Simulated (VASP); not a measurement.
# Si8S15 (a cell with a defect) in VASP: single point with PBE+D3(BJ)

Aim: the single point of Si8S15 (a cell with a defect) with PBE+D3(BJ).

Everything below comes from runs of VASP 6.6.1. Logs are shortened: lines on timing, memory, paths and dates and some standing lists are left out, and cuts for length are marked.

**1. The cell of the first run**

The cell holds a defect, 23 atoms: a = 7.735 Å, b = 7.735 Å, c = 9.563 Å, α = 90.00°, β = 90.00°, γ = 91.21°.

**2. Single point, PBE+D3(BJ) (atoms taken out, then relaxed in part)**

INCAR

```
SYSTEM = Si8S15
PREC = Accurate
ENCUT = 400
EDIFF = 1E-6
ISMEAR = 0
SIGMA = 0.05
LREAL = .False.
LASPH = .True.
NELM = 120
ALGO = Normal
ISIF = 2
LWAVE = .False.
LCHARG = .True.
GGA = PE
IVDW = 12
LELF = .True.
LVHAR = .True.
NBANDS = 78
NELECT = 120.0
GGA_COMPAT = .False.
```

KPOINTS

```
Automatic mesh
0
Gamma
  4 4 2
  0 0 0
```

POSCAR

```
Si8S15
1.0
    5.4113830413      0.0000000000      5.5267872967
    5.4113830413      0.0000000000     -5.5267872967
    0.0000000000      9.5632436157      0.0000000000
Si S
8 15
Direct
    0.3708914115      0.6218057517     -0.0094763894
    0.3892893648      0.1840539501      0.5459273224
    0.8665490498      0.1161578046     -0.0067338735
    0.8723521856      0.6158717910      0.4927052372
    0.1218057517      0.8708914115     -0.0094763894
    0.1158717910      0.3723521856      0.4927052372
    0.6161578046      0.3665490498     -0.0067338735
    0.6840539501      0.8892893648      0.5459273224
    0.3837500426      0.3849167247      0.8715798898
    0.8859521363      0.3859521363      0.3697107438
    0.8849167247      0.8837500426      0.8715798898
    0.1003475609      0.1029122983      0.1112622339
    0.1025794279      0.6025794279      0.6140268103
    0.6029122983      0.6003475609      0.1112622339
    0.6246252961      0.1246252961      0.6455900346
    0.3542694733      0.8542694733      0.8698826682
    0.3698772984      0.3642840513      0.3875845420
    0.8466144133      0.3466144133      0.8680159214
    0.8642840513      0.8698772984      0.3875845420
    0.1424826455      0.1359093242      0.6208348494
    0.1388461527      0.6388461527      0.1112957106
    0.6359093242      0.6424826455      0.6208348494
    0.6340109807      0.1340109807      0.1134399121
```

Potentials or basis: VASP PAW PBE potentials, release 64 (Si, S).

Started as:

```console
cat potpaw_PBE.64/Si/POTCAR potpaw_PBE.64/S/POTCAR > POTCAR
mpirun -np 1 vasp_std > vasp.out
```

OUTCAR:

```text
SYSTEM = Si8S15
   PREC = Accurate
   ENCUT = 400
   EDIFF = 1E-6
   ISMEAR = 0
   LREAL = .False.
   LASPH = .True.
   NELM = 120
   ISIF = 2
   GGA = PE
   IVDW = 12
   NELECT = 120.0
 IVDW          = 12

 ion  position               nearest neighbor table
   1  0.371  0.622  0.991-  21 2.14  16 2.14  14 2.14   9 2.16   5 2.75   7 2.77
   2  0.389  0.184  0.546-  20 2.07  17 2.07  15 2.11   6 2.64
   3  0.867  0.116  0.993-  12 2.14  23 2.14  11 2.15  18 2.16   5 2.77   7 2.77
   4  0.872  0.616  0.493-  13 2.13  10 2.14  19 2.21  22 2.21   8 2.64   6 2.69
   5  0.122  0.871  0.991-  21 2.14  16 2.14  12 2.14  11 2.16   1 2.75   3 2.77
   6  0.116  0.372  0.493-  13 2.13  10 2.14  17 2.21  20 2.21   2 2.64   4 2.69
   7  0.616  0.367  0.993-  14 2.14  23 2.14   9 2.15  18 2.16   1 2.77   3 2.77
   8  0.684  0.889  0.546-  22 2.07  19 2.07  15 2.11   4 2.64
   9  0.384  0.385  0.872-   7 2.15   1 2.16
  10  0.886  0.386  0.370-   4 2.14   6 2.14
  11  0.885  0.884  0.872-   3 2.15   5 2.16
  12  0.100  0.103  0.111-   3 2.14   5 2.14
  13  0.103  0.603  0.614-   4 2.13   6 2.13
  14  0.603  0.600  0.111-   7 2.14   1 2.14
  15  0.625  0.125  0.646-   2 2.11   8 2.11
  16  0.354  0.854  0.870-   1 2.14   5 2.14
  17  0.370  0.364  0.388-   2 2.07   6 2.21
  18  0.847  0.347  0.868-   3 2.16   7 2.16
  19  0.864  0.870  0.388-   8 2.07   4 2.21
  20  0.142  0.136  0.621-   2 2.07   6 2.21
  21  0.139  0.639  0.111-   1 2.14   5 2.14
  22  0.636  0.642  0.621-   8 2.07   4 2.21
  23  0.634  0.134  0.113-   3 2.14   7 2.14

  LATTYP: Found a base centered orthorhombic cell.
 ALAT       =    10.8227660826
 B/A-ratio  =     1.0213262034
 C/A-ratio  =     0.8836228689

  Lattice vectors:

 A1 = (   5.4113830413,   0.0000000000,   5.5267872967)
 A2 = (   5.4113830413,   0.0000000000,  -5.5267872967)
 A3 = (   0.0000000000,   9.5632436157,   0.0000000000)

Analysis of symmetry for initial positions (statically):
=====================================================================
 Subroutine PRICEL returns:
 Original cell was already a primitive cell.

 Routine SETGRP: Setting up the symmetry group for a
 base centered orthorhombic supercell.

 Subroutine GETGRP returns: Found  2 space group operations
 (whereof  1 operations were pure point group operations)
 out of a pool of  8 trial point group operations.

The static configuration has the point symmetry C_1 .
 The point group associated with its full space group is C_1h.

Analysis of symmetry for dynamics (positions and initial velocities):
=====================================================================
 Subroutine PRICEL returns:
 Original cell was already a primitive cell.
[... 148 lines left out ...]
   POTIM  = 0.5000    time-step for ionic-motion
   TEBEG  =    0.0;   TEEND  =   0.0 temperature during run
   PSTRESS=    0.0 pullay stress
   NELECT =     120.0000    total number of electrons
   NUPDOWN=      -1.0000    fix difference up-down
   EMIN   =  10.00;   EMAX   =-10.00  energy-range for DOS
   EFERMI =   0.00;   METHOD = LEGACY
   ISMEAR =     0;   SIGMA  =   0.05  broadening in eV -4-tet -1-fermi 0-gaus
   EFERMI_NEDOS =   21; number of points for ismear=-14 and -15
   IALGO  =     38    algorithm
   IMIX   =      4    mixing-type and parameters
     AMIX     =   0.40;   BMIX     =  1.00
     AMIX_MAG =   1.60;   BMIX_MAG =  1.00
  volume/ion in A,a.u.               =      24.87       167.84
  Fermi-wavevector in a.u.,A,eV,Ry     =   0.972739  1.838211 12.874131  0.946222
  Thomas-Fermi vector in A             =   2.103062
   LORBIT       =      0    0 simple, 1 ext, 2 COOP (PROOUT), +10 PAW based schemes
   GGA     = PE    functional components
   LHFCALC =     F    Hartree Fock is set to
   AEXX    =    0.0000 exact exchange contribution
   IVDW    =    12    specifies the selected vdW correction
   LEPSILON=     F    determine dielectric tensor
   LRPA    =     F    only Hartree local field effects (RPA)
 non-spin polarized calculation
 Gauss-broadening in eV      SIGMA  =   0.05
  energy-cutoff  :      400.00
  volume of cell :      572.03
 maximum number of plane-waves:     10414
   NGX = 25   NGY = 25   NGZ = 31

 number of electron     119.9999988 magnetization

 Free energy of the ion-electron system (eV)
  ---------------------------------------------------
  ext. energy  EPLUGINS =         0.00000000
  ---------------------------------------------------
  free energy    TOTEN  =      -123.25205216 eV

  energy without entropy =     -123.25205216  energy(sigma->0) =     -123.25205216

 E-fermi :   2.7561     XC(G=0):  -8.1199

 val. band max:        2.5269580058   @ k =   0.5000   0.5000   0.0000
 cond. band min:       3.4160002929   @ k =   0.0000   0.0000   0.0000
 fundamental gap:      0.8890422871
 Fermi energy:         2.7560735217

 k-point     1 :       0.0000    0.0000    0.0000
  band No.  band energies     occupation
      1     -12.9271      2.00000
      2     -12.2965      2.00000
      3     -12.0014      2.00000
      4     -11.8434      2.00000
      5     -11.2039      2.00000
      6     -11.0121      2.00000
[... 1039 lines left out ...]
     71       6.6580      0.00000
     72       6.7085      0.00000
 [bands above 72 left out]

------------------------ aborting loop because EDIFF is reached ----------------------------------------

 Edisp (eV)   -5.44965

 E8    (eV) :    -2.0388

  FORCE on cell =-STRESS in cart. coord.  units (eV):
  Direction    XX          YY          ZZ          XY          YZ          ZX
  --------------------------------------------------------------------------------------
  -------------------------------------------------------------------------------------
  Total     -18.24268   -19.69384   -17.79573    -0.39584     0.00000     0.00000
  in kB     -51.09555   -55.16006   -49.84368    -1.10869     0.00000     0.00000
  external pressure =      -52.03 kB  Pullay stress =        0.00 kB

 VOLUME and BASIS-vectors are now :
 -----------------------------------------------------------------------------
  energy-cutoff  :      400.00
  volume of cell :      572.03
      direct lattice vectors                 reciprocal lattice vectors
     5.411383041  0.000000000  5.526787297     0.092397821  0.000000000  0.090468472
     5.411383041  0.000000000 -5.526787297     0.092397821  0.000000000 -0.090468472
     0.000000000  9.563243616  0.000000000     0.000000000  0.104567032  0.000000000

 POSITION                                       TOTAL-FORCE (eV/Angst)
 -----------------------------------------------------------------------------------
      5.37186      9.47262     -1.38675        -0.010172      0.008033     -0.003683
      3.10258      5.22084      1.13429        -0.004933      0.001800     -0.041312
      5.31780      9.49885      4.14725        -0.002681     -0.000611     -0.015943
      8.05335      4.71186      1.41751         0.013318      0.001818      0.014418
      5.37186      9.47262     -4.14004        -0.010172      0.008033      0.003683
      2.64197      4.71186     -1.41751         0.013318      0.001818     -0.014418
[... 15 lines left out ...]
      6.91787      5.93719     -0.03633         0.068341     -0.038524     -0.023960
      4.15606      1.08485      2.76339         0.034818     -0.036762      0.000000
 -----------------------------------------------------------------------------------
    total drift:                               -0.000361     -0.000190      0.000000

  FREE ENERGIE OF THE ION-ELECTRON SYSTEM (eV)
  ---------------------------------------------------
  free  energy   TOTEN  =      -128.7016988279 eV

  energy  without entropy=     -128.7016988279  energy(sigma->0) =     -128.70169883
```

OSZICAR:

```text
N       E                     dE             d eps       ncg     rms          rms(c)
DAV:   1     0.575852584319E+03    0.57585E+03   -0.42664E+04  2184   0.105E+03
DAV:   2    -0.681894749703E+02   -0.64404E+03   -0.62247E+03  2778   0.209E+02
DAV:   3    -0.125289984571E+03   -0.57101E+02   -0.56545E+02  2600   0.671E+01
DAV:   4    -0.127068071980E+03   -0.17781E+01   -0.17699E+01  3000   0.133E+01
DAV:   5    -0.127112083287E+03   -0.44011E-01   -0.43936E-01  2736   0.209E+00    0.356E+01
DAV:   6    -0.123975866064E+03    0.31362E+01   -0.43753E+00  2616   0.612E+00    0.208E+01
DAV:   7    -0.123307128049E+03    0.66874E+00   -0.61913E+00  2688   0.715E+00    0.456E+00
DAV:   8    -0.123264563395E+03    0.42565E-01   -0.11989E+00  2592   0.330E+00    0.309E+00
DAV:   9    -0.123266914005E+03   -0.23506E-02   -0.66267E-02  2704   0.813E-01    0.139E+00
DAV:  10    -0.123251518765E+03    0.15395E-01   -0.72527E-02  2560   0.726E-01    0.394E-01
DAV:  11    -0.123252247612E+03   -0.72885E-03   -0.98859E-03  2672   0.312E-01    0.392E-01
DAV:  12    -0.123252091870E+03    0.15574E-03   -0.10647E-03  2704   0.982E-02    0.210E-01
DAV:  13    -0.123252033242E+03    0.58628E-04   -0.78434E-04  2696   0.945E-02    0.622E-02
DAV:  14    -0.123252045299E+03   -0.12057E-04   -0.28920E-04  2776   0.567E-02    0.647E-02
DAV:  15    -0.123252048821E+03   -0.35216E-05   -0.63288E-05  2704   0.248E-02    0.349E-02
DAV:  16    -0.123252050907E+03   -0.20860E-05   -0.15557E-05  2608   0.126E-02    0.171E-02
DAV:  17    -0.123252052007E+03   -0.10998E-05   -0.53491E-06  2528   0.872E-03    0.528E-03
DAV:  18    -0.123252052156E+03   -0.14942E-06   -0.21438E-06  1728   0.447E-03
   1 F= -.12870170E+03 E0= -.12870170E+03  d E =-.677820E-12
```

It took 19 min on 1 thread of Oxide Virtual Turin-like, shared host; peak memory 0.54 GiB.

What came out:

| Item | Value |
| --- | --- |
| Free energy | -128.7017 eV |
| Largest force | 0.082 eV/Å |
| Dispersion energy per atom | -0.237 eV |

Forces on the atoms (eV/Å):
```
Si  -0.010  0.008 -0.004
Si  -0.005  0.002 -0.041
Si  -0.003 -0.001 -0.016
Si   0.013  0.002  0.014
Si  -0.010  0.008  0.004
Si   0.013  0.002 -0.014
Si  -0.003 -0.001  0.016
Si  -0.005  0.002  0.041
S    0.027  0.026 -0.003
S    0.030  0.020  0.000
S    0.027  0.026  0.003
S   -0.031 -0.031  0.005
S   -0.027 -0.023  0.000
S   -0.031 -0.031 -0.005
S   -0.026 -0.036  0.000
S   -0.033  0.030  0.000
S   -0.049  0.055  0.022
S   -0.034  0.035  0.000
S   -0.049  0.055 -0.022
S    0.068 -0.039  0.024
S    0.032 -0.033  0.000
S    0.068 -0.039 -0.024
S    0.035 -0.037  0.000
```

Levels at points of the mesh, in eV from the Fermi level:
```csv
k point,band 57,band 58,band 59,band 60,band 61,band 62,band 63,band 64
"(0.00, 0.00, 0.00)",-1.11,-0.80,-0.79,-0.63,0.66,1.03,1.26,1.89
"(0.50, 0.00, 0.00)",-1.13,-1.10,-0.69,-0.63,0.72,1.11,1.55,2.30
"(0.50, 0.50, 0.00)",-1.29,-0.86,-0.86,-0.23,0.72,1.18,1.68,2.42
"(0.00, 0.00, 0.50)",-1.10,-0.92,-0.91,-0.64,0.71,1.07,1.41,2.04
"(0.50, 0.00, 0.50)",-1.10,-1.01,-0.67,-0.60,0.73,1.09,1.48,2.30
"(0.50, 0.50, 0.50)",-1.36,-0.88,-0.88,-0.25,0.69,1.21,1.71,2.43
```

Caveat: the cell carries a net charge on a neutralising background, which shifts energy and pressure; the cell differs from its parent crystal (atoms taken out, then relaxed in part); the cell is charged against a uniform background, so pressure and absolute levels hang on convention.
